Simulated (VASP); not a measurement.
Here is a VASP 6.6.1 calculation.

POSCAR

```
MnO
1.0
    0.0000000000      2.1938512115      2.1938512115
    2.1938512115      0.0000000000      2.1938512115
    2.1938512115      2.1938512115      0.0000000000
Mn O
1 1
Direct
    0.0000000000      0.0000000000      0.0000000000
    0.5000000000      0.5000000000      0.5000000000
```

The input INCAR.step1:

```
  ALGO = Normal
  EDIFF = 1E-5
  ENCUT = 520
  GGA = PE
  ISIF = 2
  ISMEAR = -1
  ISPIN = 2
  LASPH = T
  LMAXMIX = 4
  LORBIT = 11
  LREAL = F
  LWAVE = T
  MAGMOM = 4 0
  NBANDS = 20
  NELM = 150
  PREC = Accurate
  SIGMA = 0.05
```

INCAR.step2

```
  AEXX = 0.2
  AGGAC = 0.81
  AGGAX = 0.72
  ALDAC = 0.19
  ALGO = Normal
  EDIFF = 1E-6
  ENCUT = 520
  GGA = B3
  ISIF = 2
  ISMEAR = -1
  ISPIN = 2
  ISTART = 1
  LASPH = T
  LCHARG = T
  LELF = T
  LHFCALC = T
  LMAXMIX = 4
  LORBIT = 11
  LREAL = F
  LVHAR = T
  LWAVE = F
  MAGMOM = 4 0
  NBANDS = 20
  NELM = 150
  PREC = Accurate
  PRECFOCK = Normal
  SIGMA = 0.05
```

File KPOINTS:

```
k-points
0
Gamma
  5 5 5
```

Potentials or basis: VASP PAW PBE potentials, release 64 (Mn_pv, O).

Run with:

```bash
$ cat potpaw_PBE.64/Mn_pv/POTCAR potpaw_PBE.64/O/POTCAR > POTCAR
$ cp INCAR.step1 INCAR
$ mpirun -np 1 vasp_std > vasp.out
$ cp INCAR.step2 INCAR
$ mpirun -np 1 vasp_std > vasp.out
```

**Question.** Estimate the site moments.

**Answer.** Mn +4.55; O +0.25 μB.

**Question.** Estimate the net moment.

**Answer.** 5.00 μB per cell.

**Question.** Estimate the pressure.

**Answer.** 13.8 GPa.

Caveat: the k points lie up to 0.50 Å⁻¹ apart; the PAW data sets were made with another functional, which shifts forces and pressure a little; a cell with one magnetic atom can't hold antiferromagnetic order, which such compounds often take.
